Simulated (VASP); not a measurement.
# InP (Fm-3m) in VASP: relaxation of cell and atoms with PBE

Aim: the relaxation of cell and atoms of InP with PBE.

Everything below comes from runs of VASP 6.6.1. Logs are shortened: lines on timing, memory, paths and dates and some standing lists are left out, and cuts for length are marked.

### Step 1. The cell of the first run

The structure is cubic, space group Fm-3m (No. 225). Conventional cell: a = 5.537 Å, b = 5.537 Å, c = 5.537 Å, α = 90.00°, β = 90.00°, γ = 90.00°. Within 3.6 Å of In (site symmetry m-3m) lie 6 P at 2.77 Å. P (site symmetry m-3m) has 6 In at 2.77 Å within 3.6 Å.

### Step 2. Relaxation of cell and atoms, PBE

Input file INCAR:

```
SYSTEM = InP
  PREC = Accurate
  ENCUT = 600
  EDIFF = 1E-7
  ISMEAR = 0
  SIGMA = 0.1
  LREAL = .False.
  LASPH = .True.
  NELM = 60
  ALGO = Normal
  ISIF = 3
  LWAVE = .False.
  LCHARG = .False.
  GGA = PE
  IBRION = 2
  NSW = 100
  EDIFFG = -0.005
```

Input file KPOINTS:

```
regular mesh
0
Gamma
  14 14 14
  0 0 0
```

Input file POSCAR:

```
InP
1.0
    0.0000000000      2.7685373716      2.7685373716
    2.7685373716      0.0000000000      2.7685373716
    2.7685373716      2.7685373716      0.0000000000
In P
1 1
Direct
    0.0000000000      0.0000000000      0.0000000000
    0.5000000000      0.5000000000      0.5000000000
```

Potentials or basis: VASP PAW PBE potentials, release 64 (In_d, P).

Started as:

```bash
> cat potpaw_PBE.64/In_d/POTCAR potpaw_PBE.64/P/POTCAR > POTCAR
> mpirun -np 1 vasp_std > vasp.out
```

OUTCAR:

```text
SYSTEM = InP
   PREC = Accurate
   ENCUT = 600
   EDIFF = 1E-7
   ISMEAR = 0
   LREAL = .False.
   LASPH = .True.
   NELM = 60
   ISIF = 3
   GGA = PE
   IBRION = 2
   NSW = 100
   EDIFFG = -0.005

 ion  position               nearest neighbor table
   1  0.000  0.000  0.000-   2 2.77   2 2.77   2 2.77   2 2.77   2 2.77   2 2.77
   2  0.500  0.500  0.500-   1 2.77   1 2.77   1 2.77   1 2.77   1 2.77   1 2.77

  LATTYP: Found a face centered cubic cell.
 ALAT       =     5.5370747432

  Lattice vectors:

 A1 = (   0.0000000000,   2.7685373716,   2.7685373716)
 A2 = (   2.7685373716,   0.0000000000,   2.7685373716)
 A3 = (   2.7685373716,   2.7685373716,   0.0000000000)

Analysis of symmetry for initial positions (statically):
=====================================================================
 Subroutine PRICEL returns:
 Original cell was already a primitive cell.

 Routine SETGRP: Setting up the symmetry group for a
 face centered cubic supercell.

 Subroutine GETGRP returns: Found 48 space group operations
 (whereof 48 operations were pure point group operations)
 out of a pool of 48 trial point group operations.

The static configuration has the point symmetry O_h .

Analysis of symmetry for dynamics (positions and initial velocities):
=====================================================================
 Subroutine PRICEL returns:
 Original cell was already a primitive cell.

 Routine SETGRP: Setting up the symmetry group for a
 face centered cubic supercell.

 Subroutine GETGRP returns: Found 48 space group operations
 (whereof 48 operations were pure point group operations)
 out of a pool of 48 trial point group operations.

The dynamic configuration has the point symmetry O_h .

 Subroutine INISYM returns: Found 48 space group operations
 (whereof 48 operations are pure point group operations),
 and found     1 'primitive' translations

----------------------------------------------------------------------------------------

                                     Primitive cell

  volume of cell :      42.4406

  direct lattice vectors                    reciprocal lattice vectors
     0.000000000  2.768537372  2.768537372    -0.180600777  0.180600777  0.180600777
     2.768537372  0.000000000  2.768537372     0.180600777 -0.180600777  0.180600777
     2.768537372  2.768537372  0.000000000     0.180600777  0.180600777 -0.180600777

  length of vectors
     3.915303099  3.915303099  3.915303099     0.312809721  0.312809721  0.312809721

[... 103 lines left out ...]
  Thomas-Fermi vector in A             =   2.364866
   LORBIT       =      0    0 simple, 1 ext, 2 COOP (PROOUT), +10 PAW based schemes
   GGA     = PE    functional components
   LHFCALC =     F    Hartree Fock is set to
   AEXX    =    0.0000 exact exchange contribution
   IVDW    =     0    specifies the selected vdW correction
   LEPSILON=     F    determine dielectric tensor
   LRPA    =     F    only Hartree local field effects (RPA)
 conjugate gradient relaxation of ions
 non-spin polarized calculation
 Gauss-broadening in eV      SIGMA  =   0.10
  energy-cutoff  :      600.00
  volume of cell :       42.44
 maximum number of plane-waves:      1428
   NGX = 15   NGY = 15   NGZ = 15

--------------------------------------- Ionic step        1  -------------------------------------------

 number of electron      17.9999997 magnetization

 Free energy of the ion-electron system (eV)
  ---------------------------------------------------
  ext. energy  EPLUGINS =         0.00000000
  ---------------------------------------------------
  free energy    TOTEN  =        -7.91811411 eV

  energy without entropy =       -7.91160000  energy(sigma->0) =       -7.91485706

------------------------ aborting loop because EDIFF is reached ----------------------------------------

  FORCE on cell =-STRESS in cart. coord.  units (eV):
  Direction    XX          YY          ZZ          XY          YZ          ZX
  --------------------------------------------------------------------------------------
  -------------------------------------------------------------------------------------
  Total        0.0376128      0.0376128      0.0376128     -0.0000000      0.0000000     -0.0000000
  in kB        1.4199228      1.4199228      1.4199228     -0.0000000      0.0000000     -0.0000000
  external PRESSURE =       1.4199228 kB  Pullay stress =       0.0000000 kB
[... 59 lines left out ...]
--------------------------------------- Ionic step        3  -------------------------------------------

 number of electron      17.9999998 magnetization

 Free energy of the ion-electron system (eV)
  ---------------------------------------------------
  ext. energy  EPLUGINS =         0.00000000
  ---------------------------------------------------
  free energy    TOTEN  =        -7.91814733 eV

  energy without entropy =       -7.91162177  energy(sigma->0) =       -7.91488455

 E-fermi :   6.9817     XC(G=0): -10.3897

 val. band max:        6.9697391275   @ k =   0.5000   0.3571   0.0714
 cond. band min:       6.9902912204   @ k =  -0.3571   0.1429   0.0000
 fundamental gap:      0.0205520929
 Fermi energy:         6.9817011943

 k-point     1 :       0.0000    0.0000    0.0000
  band No.  band energies     occupation
      1      -7.1896      2.00000
      2      -7.1896      2.00000
      3      -7.1697      2.00000
      4      -7.1697      2.00000
      5      -7.1697      2.00000
      6      -4.9831      2.00000
      7       6.7353      1.99951
      8       6.7353      1.99951
      9       6.7353      1.99951
     10       7.5308      0.00000
     11      14.1195      0.00000
     12      14.1195      0.00000
     13      14.1195      0.00000
[... 354 lines left out ...]
  band No.  band energies     occupation
      1      -7.2688      2.00000
      2      -7.1916      2.00000
      3      -7.1822      2.00000
      4      -7.1307      2.00000
      5      -7.1171      2.00000
      6      -4.0470      2.00000
      7       3.2575      2.00000
      8       6.0334      2.00000
      9       6.3160      2.00000
     10       9.3155      0.00000
     11      11.5467      0.00000
     12      12.6709      0.00000
     13      13.4691      0.00000

 [... further k-points ...]

------------------------ aborting loop because EDIFF is reached ----------------------------------------

  FORCE on cell =-STRESS in cart. coord.  units (eV):
  Direction    XX          YY          ZZ          XY          YZ          ZX
  --------------------------------------------------------------------------------------
  -------------------------------------------------------------------------------------
  Total        0.0016927      0.0016927      0.0016927     -0.0000000     -0.0000000     -0.0000000
  in kB        0.0637865      0.0637865      0.0637865     -0.0000000     -0.0000000     -0.0000000
  external PRESSURE =       0.0637865 kB  Pullay stress =       0.0000000 kB
[... 17 lines left out ...]
  FREE ENERGIE OF THE ION-ELECTRON SYSTEM (eV)
  ---------------------------------------------------
  free  energy   TOTEN  =        -7.9181473276 eV

  energy  without entropy=       -7.9116217682  energy(sigma->0) =       -7.91488455

 reached required accuracy - stopping structural energy minimisation
```

Run time: 2.4 min. Hardware: 1 thread of Intel Xeon Platinum 8259CL at 2.50GHz (Skylake/Cascade Lake), shared host; peak memory 0.23 GiB.

What came out:

```
Free energy                            : -7.9181 eV
Relaxed volume                         : 21.26 Å³/atom
Relaxed cell                           : a = 3.918 Å, b = 3.918 Å, c = 3.918 Å, α = 60.00°, β = 60.00°, γ = 60.00°
Space group after relaxing (to 0.05 Å) : Fm-3m (No. 225)
Energy gained by relaxing              : 0.0 meV/atom
Ionic steps                            : 3
Pressure after relaxing                : 0.0 GPa
Band gap on the k mesh                 : zero (band 9 reaches 7.32 eV, above the bottom of band 10 at 4.69 eV)
```

Final structure:
```yaml
crystal:
  lattice:
    - [0.00000, 2.77022, 2.77022]
    - [2.77022, 0.00000, 2.77022]
    - [2.77022, 2.77022, 0.00000]
  atoms:
    - { symbol: In, position: [0.00000, 0.00000, 0.00000] }
    - { symbol: P, position: [0.50000, 0.50000, 0.50000] }
```

Caveat: spin-orbit coupling is left out, which moves the levels of the heavy elements.
